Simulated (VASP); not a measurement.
Runs of VASP 6.6.1 on TePb. The structure is that of space group Fm-3m (No. 225), or close to it. The cells are those of the table. 

```csv
cell,gap on the mesh (eV),pressure (GPa)
"a = 4.674 Å, angles 60.0°, 2 atoms",0.86,(b)
"a = 4.629 Å, angles 60.0°, 2 atoms",0.81,0.4
"a = 4.585 Å, angles 60.0°, 2 atoms",0.76,1.6
"a = 4.539 Å, angles 60.0°, 2 atoms",0.69,3.1
"a = 4.492 Å, angles 60.0°, 2 atoms",(a),4.8
```

Alike in all rows: task single point; level PBE; potentials or basis VASP PAW PBE potentials, release 64 (Te, Pb_d); no spin polarisation; k mesh 6 × 6 × 6; cutoff (eV) 520; smearing fermi-dirac 0.02 eV.

**Question.** Estimate the missing entries.

**Answer.** (a) 0.62; (b) -0.7.

Caveats: spin-orbit coupling is left out, which moves the levels of the heavy elements.

A k mesh can miss the band edges, and the runs leave out spin-orbit coupling on Pb, Te.
